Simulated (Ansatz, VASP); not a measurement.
# MnS: VASP beside Ansatz

```xyz
2
Lattice="0.0000 2.6045 2.6045 2.6045 0.0000 2.6045 2.6045 2.6045 0.0000" Properties=species:S:1:pos:R:3 pbc="T T T"
Mn    0.0000    0.0000    0.0000
S     2.6045    2.6045    2.6045
```

Alike in both runs: task relaxation of cell and atoms; functional LDA; k mesh 9 × 9 × 9; occupations fermi-dirac, width 0.05 eV; collinear spin; Hubbard terms Mn d U = 2.0 eV.

|  | VASP | Ansatz |
| --- | --- | --- |
| version | VASP 6.6.1 | Ansatz 0.2.0 |
| potentials or method | VASP PAW LDA potentials, release 64 (Mn_pv, S) | Ansatz PAW |
| plane-wave cutoff (eV) | 600 | 420 |
| valence electrons in the cell | 19 | 21 |

Ansatz gave:

| Property | Result |
| --- | --- |
| gap on the k mesh at the Fermi level, each at its own relaxed structure (eV) | none |
| net moment per atom (μB) | 2.42 |
| size of the moment on the site where the two differ most (μB) | 0.17 |
| relaxed volume (Å³/atom) | 16.42 |
| relaxed cell length with the largest relative difference (Å) | 3.595 |

Which values does VASP return?

gap on the k mesh at the Fermi level, each at its own relaxed structure (eV): none; net moment per atom (μB): 2.37; size of the moment on the site where the two differ most (μB): 0.11; relaxed volume (Å³/atom): 16.09; relaxed cell length with the largest relative difference (Å): 3.570.

LDA's correlation is that of Perdew and Zunger in VASP and of Perdew and Wang (1992) in Ansatz. Site moments also hang on the region over which each program counts them. The programs project onto different local orbitals, so the same U acts differently, and such runs can settle in different states. A gap of «none» marks a metal or a gap that the smearing closes. VASP's potentials hold 19 valence electrons a cell and Ansatz's 21, so a difference there can come from the potentials and not from the codes.

Noted on Ansatz's run: the magnetic or orbital state may not be the lowest; the plane-wave basis is chosen anew once the cell has moved, so the energies of steps on either side of that aren't comparable.
